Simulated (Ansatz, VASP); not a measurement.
Si2Mo: VASP and Ansatz over several settings

```
CELL_PARAMETERS angstrom
-1.60000 1.60000 3.93050
1.60000 -1.60000 3.93050
1.60000 1.60000 -3.93050
ATOMIC_POSITIONS crystal
Mo 0.00000 0.00000 0.00000
Si 0.66700 0.66700 0.00000
Si 0.33300 0.33300 0.00000
```

Single points on this cell with VASP 6.6.1 and Ansatz 0.2.0. Each row is one pair of runs. Alike in all rows: spin: off; k mesh: 12 × 12 × 12; VASP's potentials, cutoff: VASP PAW PBE potentials, release 64 (Mo_sv, Si), 520 eV; Ansatz's potentials, cutoff: Ansatz PAW, 420 eV.

| level | smearing | gap on the k mesh at the Fermi level (eV), VASP | gap on the k mesh at the Fermi level (eV), Ansatz | pressure (GPa), VASP | pressure (GPa), Ansatz | rms of the force components (eV/Å), VASP | rms of the force components (eV/Å), Ansatz |
| --- | --- | --- | --- | --- | --- | --- | --- |
| PBEsol+D4 | fermi-dirac, width 0.05 eV | none | none | -5.9 | -6.3 | 0.153 | 0.155 |
| PBE | gaussian, width 0.05 eV | none | none | 2.4 | 2.2 | 0.128 | 0.130 |
| PBEsol | gaussian, width 0.1 eV | none | none | -2.4 | -2.7 | 0.152 | 0.154 |
| PBE | gaussian, width 0.012 eV | none | none | 2.4 | 2.2 | 0.128 | 0.130 |
| PBE | gaussian, width 0.013 eV | none | none | 2.4 | 2.2 | 0.128 | 0.130 |
| PBE | gaussian, width 0.014 eV | none | none | 2.4 | 2.2 | 0.128 | 0.130 |
| PBE | gaussian, width 0.015 eV | none | none | 2.4 | 2.2 | 0.128 | 0.130 |
| PBE | gaussian, width 0.016 eV | none | none | 2.4 | 2.2 | 0.128 | 0.130 |

Pressure (GPa): the two programs differ by at most 0.37; rms of the force components (eV/Å): the two programs differ by at most 0.0022.

A gap of «none» marks a metal or a gap that the smearing closes.
